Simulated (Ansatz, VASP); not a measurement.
## One calculation of Hg, two programs

Contents of INCAR:

```
SYSTEM = Hg
  ALGO = Fast
  EDIFF = 1E-7
  ENCUT = 520
  GGA = PS
  ISIF = 2
  ISMEAR = 0
  IVDW = 12
  LASPH = .True.
  LCHARG = .True.
  LELF = .True.
  LREAL = .False.
  LVHAR = .True.
  LWAVE = .False.
  NBANDS = 19
  NELM = 60
  PREC = Accurate
  SIGMA = 0.15
```

Contents of KPOINTS:

```
k-points
0
Gamma
  18 18 10
  0 0 0
```

POSCAR

```
Hg
1.0
    3.1935000000      0.0000000000      0.0000000000
   -1.5967500000      2.7656521270      0.0000000000
    0.0000000000      0.0000000000      5.0554047156
Hg
2
Direct
    0.6666666667      0.3333333333      0.7500000000
    0.3333333333      0.6666666667      0.2500000000
```

Input for Ansatz:

```yaml
crystal:
  lattice:
    - [3.1935, 0.0, 0.0]
    - [-1.59675, 2.765652127, 0.0]
    - [0.0, 0.0, 5.0554047156]
  atoms:
    - { symbol: Hg, position: [0.6666666667, 0.3333333333, 0.75] }
    - { symbol: Hg, position: [0.3333333333, 0.6666666667, 0.25] }
basis:
  ecutwfc: 420
kpoints:
  mp_grid: { grid: [18, 18, 10] }
hamiltonian:
  xc: pbesol
  dispersion: d3bj
scf:
  occupations: { method: gaussian, width: 0.15 }
output:
  forces: true
  stress: true
  eigenvalues: true
```

Alike in both runs: task single point; functional PBEsol; dispersion D3(BJ); k mesh 18 × 18 × 10; occupations gaussian, width 0.15 eV; no spin polarisation.

```csv
,VASP,Ansatz
version,VASP 6.6.1,Ansatz 0.2.0
potentials or method,"VASP PAW PBE potentials, release 64 (Hg), cutoff 520 eV","scalar-relativistic, plane waves, PAW"
valence electrons in the cell,24,40
```

Ansatz gave:

- gap on the k mesh at the Fermi level (eV): none
- pressure (GPa): -1.0
- traceless stress, the component that is largest in VASP (GPa): -0.11

Problem. Estimate VASP's values.

Solution. gap on the k mesh at the Fermi level (eV): none; pressure (GPa): -0.6; traceless stress, the component that is largest in VASP (GPa): -0.09.

VASP's potentials were made for PBE, not for PBEsol. A gap of «none» marks a metal or a gap that the smearing closes. VASP's potentials hold 24 valence electrons a cell and Ansatz's 40, so a difference there can come from the potentials and not from the codes.

Neither program's run includes spin-orbit coupling.
